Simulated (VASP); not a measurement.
Li: single point with PBEsol

Crystal: Li.

```
CELL_PARAMETERS angstrom
3.50008 0.00000 0.00000
0.00000 3.50008 0.00000
0.00000 0.00000 3.39027
ATOMIC_POSITIONS crystal
Li 0.00000 0.00000 0.00000
Li 0.50000 0.50000 0.50000
```

This cell differs from its parent crystal: biaxial strain in the a-b plane: +2.0 %.

```json
{"Program": "VASP 6.6.1", "Task": "single point", "Functional": "PBEsol", "Potentials or basis": "VASP PAW PBE potentials, release 64 (Li_sv)", "Cutoff": "750 eV", "k mesh": "16 × 16 × 16", "Occupations": "gaussian, width 0.1 eV", "Spin": "no spin polarisation", "Dipole correction": "no", "Further INCAR settings": "ALGO = Normal; EDIFF = 1e-06; NBANDS = 10"}
```

| Property | Result |
| --- | --- |
| Pressure | -0.4 GPa |
| Band gap on the k mesh | zero (bands 3 and 4 overlap by 4.46 eV) |

Stress tensor (GPa, compression positive):
```
-0.51  0.00  0.00
 0.00 -0.51  0.00
 0.00  0.00 -0.33
```

Levels at points of the mesh, in eV from the Fermi level:
| k point | band 1 | band 2 | band 3 | band 4 | band 5 | band 6 | band 7 |
| --- | --- | --- | --- | --- | --- | --- | --- |
| (0.00, 0.00, 0.00) | -45.96 | -45.93 | -3.55 | 5.20 | 5.20 | 5.90 | 7.43 |
| (0.50, 0.00, 0.00) | -45.94 | -45.94 | -1.21 | -1.21 | 8.12 | 8.12 | 8.79 |
| (0.50, 0.50, 0.00) | -45.94 | -45.94 | 0.14 | 0.14 | 3.04 | 3.04 | 10.49 |
| (0.00, 0.00, 0.50) | -45.94 | -45.94 | -1.05 | -1.05 | 8.30 | 8.30 | 8.30 |
| (0.50, 0.00, 0.50) | -45.94 | -45.94 | 0.29 | 0.29 | 3.23 | 3.23 | 10.06 |
| (0.50, 0.50, 0.50) | -45.94 | -45.94 | 3.26 | 3.26 | 3.36 | 3.36 | 3.36 |

It took 2.2 min on 1 thread of Intel Xeon 8259CL (shared host), peak memory 0.34 GiB.

Caveat: the cell differs from its parent crystal (biaxial strain in the a-b plane: +2.0 %); the PAW data sets were made with another functional, which shifts forces and pressure a little.
